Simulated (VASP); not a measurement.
AlNi, 2 atoms in the cell. It takes space group Pm-3m (No. 221, cubic). Conventional cell: a = 2.862 Å, b = 2.862 Å, c = 2.862 Å, α = 90.00°, β = 90.00°, γ = 90.00°. Al (site symmetry m-3m) has 8 Ni at 2.48 Å and 6 Al at 2.86 Å within 3.3 Å. Within 3.3 Å of Ni (site symmetry m-3m) lie 8 Al at 2.48 Å and 6 Ni at 2.86 Å. 

```yaml
Program: VASP 6.6.1
Task: elastic constants
Functional: PBEsol
Potentials_or_basis: VASP PAW PBE potentials, release 64 (Al, Ni)
Cutoff: 600 eV
k_mesh: 16 × 16 × 16
Occupations: fermi-dirac, width 0.05 eV
Spin: no spin polarisation
Dipole_correction: no
Ions_in_elastic_constants: relaxed
Further_INCAR_settings: ALGO = Normal; EDIFF = 1e-08; NBANDS = 14; IBRION = 6; POTIM = 0.015; NSW = 1; ISIF = 3
```

Potentials or basis: VASP PAW PBE potentials, release 64 (Al, Ni).

Command:

```bash
$ cat potpaw_PBE.64/Al/POTCAR potpaw_PBE.64/Ni/POTCAR > POTCAR
$ mpirun -np 1 vasp_std > vasp.out
```

Hardware: 1 thread of AMD EPYC 7R43 64-Core Processor (Zen 3) (shared host).

Question: How long does it take, and how much memory?

Answer: Wall time 36 min on 1 thread of AMD EPYC 7R43 64-Core Processor (Zen 3), on a shared host, peak memory 0.77 GiB. Counts: scf iterations 167, k points 165.
